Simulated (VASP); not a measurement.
# WSe3 (Pmmn) in VASP: notebook, part 2 of 2

VASP 6.6.1.

**4. Single point, PBE**

This run uses another cell than the first one, of 24.73 Å³/atom.

INCAR reads:

```
SYSTEM = WSe3
PREC     = Accurate       ! precision mode
ENCUT    = 520            ! plane-wave cutoff, eV
EDIFF    = 1E-6           ! SCF threshold, eV
ISMEAR   = 0              ! smearing method
SIGMA    = 0.1            ! smearing width, eV
LREAL    = .False.        ! projectors in reciprocal space
LASPH    = .True.         ! aspherical terms in the spheres
NELM     = 60             ! most SCF steps
ALGO     = Normal         ! electronic algorithm
ISIF     = 2              ! what is computed and relaxed
LWAVE    = .False.        ! write WAVECAR
LCHARG   = .True.         ! write CHGCAR
GGA      = PE             ! functional
LELF     = .True.         ! ELF
LVHAR    = .True.       
NBANDS   = 42             ! bands
```

KPOINTS reads:

```
regular mesh
0
Gamma
  4 4 4
  0 0 0
```

POSCAR reads:

```
WSe3
1.0
    3.2630256234      0.0000000000      0.0000000000
    0.0000000000      7.9138627972      0.0000000000
    0.0000000000      0.0000000000      7.6603842454
W Se
2 6
Direct
    0.5000000000      0.5000000000      0.5355717956
    0.0000000000      0.0000000000      0.4644282044
    0.0000000000      0.5000000000      0.7905794513
    0.5000000000      0.0000000000      0.2094205487
    0.0000000000      0.6821181363      0.3380513949
    0.5000000000      0.8178818637      0.6619486051
    0.0000000000      0.3178818637      0.3380513949
    0.5000000000      0.1821181363      0.6619486051
```

Run with:

```console
$ cat potpaw_PBE.64/W_sv/POTCAR potpaw_PBE.64/Se/POTCAR > POTCAR
$ mpirun -np 1 vasp_std > vasp.out
```

Run time: 4 min. Hardware: 1 thread of Intel Xeon Platinum 8488C (Sapphire Rapids), shared host; peak memory 0.37 GiB.

Results (log left out):

* Free energy: -48.8942 eV
* Pressure: 0.4 GPa
* Largest force: 0.021 eV/Å
* Band gap on the k mesh: zero (bands 32 and 33 overlap by 0.26 eV)

Forces on the atoms (eV/Å):
```
W    0.000  0.000 -0.005
W    0.000  0.000  0.005
Se   0.000  0.000  0.021
Se   0.000  0.000 -0.021
Se   0.000  0.013 -0.008
Se   0.000 -0.013  0.008
Se   0.000 -0.013 -0.008
Se   0.000  0.013  0.008
```

Stress tensor (GPa, compression positive):
```
0.45 0.00 0.00
0.00 0.40 0.00
0.00 0.00 0.21
```

Levels at points of the mesh, in eV from the Fermi level:
```
           k point  band 29  band 30  band 31  band 32  band 33  band 34  band 35  band 36
(0.00, 0.00, 0.00)    -1.02    -0.50    -0.45    -0.09     0.22     0.63     0.64     1.45
(0.50, 0.00, 0.00)    -1.85    -1.85    -1.29    -1.29     1.53     1.53     2.02     2.02
(0.00, 0.50, 0.00)    -0.86    -0.86    -0.24    -0.24     0.24     0.24     1.58     1.58
(0.50, 0.50, 0.00)    -2.18    -2.18    -1.20    -1.20     1.44     1.44     1.87     1.87
(0.00, 0.00, 0.50)    -0.81    -0.45    -0.41     0.00     0.39     0.46     0.67     1.44
(0.50, 0.00, 0.50)    -1.88    -1.88    -1.15    -1.15     1.51     1.51     1.99     1.99
(0.00, 0.50, 0.50)    -0.78    -0.78    -0.22    -0.22     0.27     0.27     1.76     1.76
(0.50, 0.50, 0.50)    -2.15    -2.15    -1.14    -1.14     1.44     1.44     1.83     1.83
```

Caveat: the k points lie up to 0.48 Å⁻¹ apart; spin-orbit coupling is left out, which moves the levels of the heavy elements; this functional lacks dispersion, which binds layers or chains, so the pressure and a relaxed spacing across them are unreliable.

**5. Relaxation of cell and atoms, PBE**

This run uses another cell than the first one, of 24.73 Å³/atom.

INCAR reads:

```
SYSTEM = WSe3
PREC = Accurate
ENCUT = 600
EDIFF = 1E-6
ISMEAR = 0
SIGMA = 0.1
LREAL = .FALSE.
LASPH = .TRUE.
NELM = 80
ALGO = Normal
ISIF = 3
LWAVE = .FALSE.
LCHARG = .FALSE.
GGA = PE
IBRION = 2
NSW = 90
EDIFFG = -0.04
```

KPOINTS reads:

```
Automatic mesh
0
G
  6 2 2
  0 0 0
```

POSCAR is that of step 4.

Run with:

```console
$ cat potpaw_PBE.64/W_sv/POTCAR potpaw_PBE.64/Se/POTCAR > POTCAR
$ mpirun -np 1 vasp_std > vasp.out
```

Run time: 26 min. Hardware: 1 thread of Intel Xeon Platinum 8488C (Sapphire Rapids), shared host; peak memory 0.41 GiB.

Results (log left out):

| Property | Result |
| --- | --- |
| Free energy | -48.8952 eV |
| Relaxed volume | 24.99 Å³/atom |
| Relaxed cell | a = 3.343 Å, b = 7.863 Å, c = 7.605 Å, α = 90.00°, β = 90.00°, γ = 90.00° |
| Space group after relaxing (to 0.1 Å) | Pmmn (No. 59) |
| Energy gained by relaxing | 4.4 meV/atom |
| Ionic steps | 14 |
| Pressure after relaxing | 0.0 GPa |
| Largest force after relaxing | 0.033 eV/Å |
| Band gap on the k mesh | zero (bands 32 and 33 overlap by 0.17 eV) |

Forces in eV/Å, atoms in the order of the input:
```
W    0.000  0.000 -0.010
W    0.000  0.000  0.010
Se   0.000  0.000 -0.033
Se   0.000  0.000  0.033
Se   0.000 -0.013  0.005
Se   0.000  0.013 -0.005
Se   0.000  0.013  0.005
Se   0.000 -0.013 -0.005
```

The path:
| step | energy change (eV) | largest force (eV/Å) | pressure (GPa) | volume (Å³) |
| --- | --- | --- | --- | --- |
| 1 | 0.0000 | 0.1061 | 0.36 | 197.82 |
| 2 | -0.0132 | 0.2428 | -0.46 | 199.38 |
| 3 | -0.0132 | 0.2425 | -0.46 | 199.37 |
| 4 | -0.0177 | 0.2102 | 0.38 | 198.15 |
| 5 | -0.0184 | 0.1558 | 0.16 | 198.46 |
| 6 | -0.0239 | 0.1774 | 0.19 | 198.67 |
| 7 | -0.0298 | 0.2290 | 0.28 | 199.22 |
| 8 | -0.0327 | 0.1059 | -0.04 | 199.90 |
| 9 | -0.0328 | 0.0667 | -0.12 | 200.10 |
| 10 | -0.0338 | 0.0586 | -0.02 | 199.87 |
| 11 | -0.0343 | 0.0570 | 0.15 | 199.52 |
| 12 | -0.0348 | 0.0422 | 0.06 | 199.73 |
| 13 | -0.0349 | 0.0668 | -0.04 | 199.94 |
| 14 | -0.0352 | 0.0329 | 0.02 | 199.93 |

Final structure:
```
W Se
1.0
     3.34333    0.00000    0.00000
     0.00000    7.86289    0.00000
     0.00000    0.00000    7.60520
W Se
2 6
Direct
  0.50000 0.50000 0.52973
  0.00000 0.00000 0.47027
  0.00000 0.50000 0.78329
  0.50000 0.00000 0.21671
  0.00000 0.68225 0.33600
  0.50000 0.81775 0.66400
  0.00000 0.31775 0.33600
  0.50000 0.18225 0.66400
```

Levels at points of the mesh, in eV from the Fermi level:
```tsv
k point	band 29	band 30	band 31	band 32	band 33	band 34	band 35	band 36
(0.00, 0.00, 0.00)	-0.91	-0.80	-0.47	-0.10	0.19	0.34	0.72	1.23
(0.50, 0.00, 0.00)	-1.94	-1.94	-1.33	-1.33	1.38	1.38	1.70	1.70
(0.00, 0.50, 0.00)	-0.81	-0.81	-0.20	-0.20	-0.10	-0.10	1.45	1.45
(0.50, 0.50, 0.00)	-2.25	-2.25	-1.21	-1.21	1.51	1.51	1.52	1.52
(0.00, 0.00, 0.50)	-0.80	-0.72	-0.42	-0.02	0.37	0.46	0.54	1.22
(0.50, 0.00, 0.50)	-1.98	-1.98	-1.19	-1.19	1.35	1.35	1.64	1.64
(0.00, 0.50, 0.50)	-0.71	-0.71	-0.19	-0.19	-0.08	-0.08	1.62	1.62
(0.50, 0.50, 0.50)	-2.21	-2.21	-1.15	-1.15	1.49	1.49	1.51	1.51
```

Caveat: the k points lie up to 0.41 Å⁻¹ apart in the final cell; spin-orbit coupling is left out, which moves the levels of the heavy elements; this functional lacks dispersion, which binds layers or chains, so the pressure and a relaxed spacing across them are unreliable.

**6. Overview**

| task | cell | k mesh | cutoff (eV) | gap on the mesh (eV) | pressure (GPa) | largest force (eV/Å) |
| --- | --- | --- | --- | --- | --- | --- |
| single point | a = 3.343, b = 7.857, c = 7.888 Å, 8 atoms, atomic positions A | 6 × 2 × 2 | 520 | none | 0.2 | 0.03 |
| single point | a = 5.124, b = 6.121, c = 5.584 Å, 8 atoms, atomic positions B | 4 × 4 × 4 | 520 | none | -14.4 | 1.74 |
| single point | a = 3.263, b = 7.914, c = 7.660 Å, 8 atoms, atomic positions C | 4 × 4 × 4 | 520 | none | 0.4 | 0.02 |
| relaxation of cell and atoms | relaxed from a = 3.263, b = 7.914, c = 7.660 Å, 8 atoms, atomic positions C | 6 × 2 × 2 | 600 | none | 0.0 | 0.03 |

Alike in all rows: level PBE; potentials or basis VASP PAW PBE potentials, release 64 (W_sv, Se); no spin polarisation; smearing gaussian 0.1 eV.

Caveats: some runs use coarse meshes; spin-orbit coupling is left out, which moves the levels of the heavy elements; this functional lacks dispersion, which binds layers or chains, so the pressure and a relaxed spacing across them are unreliable (at least some runs); the stress differs along the axes, from -17 to -9 GPa (at least some runs); forces of over 1 eV/Å act on the atoms, so gaps and moduli don't describe the material at rest (at least some runs).

Absolute energies hang on the potentials; compare differences alone.
